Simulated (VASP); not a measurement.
A run of VASP 6.6.1 is set up as follows.

INCAR

```
SYSTEM = Si3Sn
  ALGO = Normal
  EDIFF = 1E-6
  ENCUT = 520
  GGA = PE
  ISIF = 2
  ISMEAR = 0
  LASPH = .True.
  LCHARG = .False.
  LREAL = .False.
  LWAVE = .False.
  NBANDS = 36
  NELM = 60
  PREC = Accurate
  SIGMA = 0.2
```

Contents of KPOINTS:

```
k-points
0
Gamma
  6 6 4
  0 0 0
```

POSCAR

```
Si3Sn
1.0
    2.7625574089     -2.6921475625      2.6812265707
    2.8004185524      2.6975191881     -2.7086769123
   -0.0162788228      5.3067474434      5.3076770587
Si Sn
6 2
Direct
    0.4999299861      0.5001591974      0.0000111339
    0.0000849498      0.9998583560      0.5000916799
    0.7793654488      0.2796577270      0.2499566745
    0.2205076724      0.7204726861      0.7498689169
    0.2206448895      0.7203669337      0.2495552074
    0.7794012887      0.2795709181      0.7504553519
    0.0000968838      0.0000505364      0.0000507588
    0.4999688807      0.4998636453      0.5000102767
```

Potentials or basis: VASP PAW PBE potentials, release 64 (Si, Sn_d).

Run with:

```console
$ cat potpaw_PBE.64/Si/POTCAR potpaw_PBE.64/Sn_d/POTCAR > POTCAR
$ mpirun -np 1 vasp_std > vasp.out
```

(1) What does it give for the largest force?

(2) What does it give for the band gap on the k mesh?

Answers

(1) 0.006 eV/Å.

(2) zero (band 26 reaches 8.20 eV, above the bottom of band 27 at 6.13 eV).

Caveat: spin-orbit coupling is left out, which moves the levels of the heavy elements.
